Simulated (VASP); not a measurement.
Runs of VASP 6.6.1 on InSb3. The structure is that of space group Pm-3m (No. 221), or close to it. The cells are those of the table. 

```tsv
cell	gap on the mesh (eV)	pressure (GPa)
a = 4.682 Å, angles 91.3°, 4 atoms	none	(a)
a = 4.635 Å, angles 88.6°, 4 atoms	none	4.3
a = 4.635 Å, angles 91.4°, 4 atoms	none	4.3
a = 4.870 Å, 4 atoms	none	-4.3
```

Alike in all rows: task single point; level PBEsol; potentials or basis VASP PAW PBE potentials, release 64 (In_d, Sb); no spin polarisation; k mesh 8 × 8 × 8; cutoff (eV) 520; smearing gaussian 0.15 eV.

Q: Fill in the values left out.

A: (a) 2.0.

Caveats: the PAW data sets were made with another functional, which shifts forces and pressure a little; spin-orbit coupling is left out, which moves the levels of the heavy elements; the cell stands under pressure (at least some runs); the cell stands under tension (at least some runs).

A k mesh can miss the band edges, and the runs leave out spin-orbit coupling on In, Sb.

A gap of «none» marks levels without a gap at the run's occupations.
